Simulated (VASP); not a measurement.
Set up this calculation in VASP 6.6.1, as the native input.

| Quantity | Value |
| --- | --- |
| Task | single point |
| Functional | PBE |
| Potentials or basis | VASP PAW PBE potentials, release 64 (Te, Mo_sv) |
| Cutoff | 520 eV |
| k mesh | 9 × 9 × 1 |
| Occupations | gaussian, width 0.013 eV |
| Spin | no spin polarisation |
| Dipole correction | no |
| Further INCAR settings | ALGO = Normal; EDIFF = 1e-07; NBANDS = 49 |

The structure of Te2Mo lies in POSCAR:

```
Te2Mo
1.0
    3.5624185427      0.0000000000      0.0000000000
   -1.7812092714      3.0851449569      0.0000000000
    0.0000000000      0.0000000000     31.5632657400
Te Mo
6 3
Direct
    0.0000000000      0.0000000000      0.0567620800
    0.3333333333      0.6666666667      0.2889862200
    0.3333333333      0.6666666667      0.8244042500
    0.3333333333      0.6666666667      0.1755957500
    0.3333333333      0.6666666667      0.7110137800
    0.0000000000      0.0000000000      0.9432379200
    0.3333333333      0.6666666667      0.0000000000
    0.0000000000      0.0000000000      0.2323060100
    0.0000000000      0.0000000000      0.7676939900
```

One way to write it, as run:

INCAR

```
PREC = Accurate ; ENCUT = 520
EDIFF = 1E-7 ; ISMEAR = 0
SIGMA = 0.013000000000000001 ; LREAL = F
LASPH = T ; NELM = 100
ALGO = Normal ; ISIF = 2
LWAVE = F ; LCHARG = F
GGA = PE ; NBANDS = 49
```

KPOINTS

```
regular mesh
0
Gamma
  9 9 1
```

Potentials or basis: VASP PAW PBE potentials, release 64 (Te, Mo_sv).

Command:

```sh
$ cat potpaw_PBE.64/Te/POTCAR potpaw_PBE.64/Mo_sv/POTCAR > POTCAR
$ mpirun -np 1 vasp_std > vasp.out
```

It gave:

* Largest force: 0.230 eV/Å
* Band gap on the k mesh: 1.00 eV

Caveat: there is no dipole correction, which matters where the two faces differ; spin-orbit coupling is left out, which moves the levels of the heavy elements.

It took 4.3 min on 1 thread of AMD EPYC 9R45 96-Core Processor (Zen 5) (shared host), peak memory 0.5 GiB.
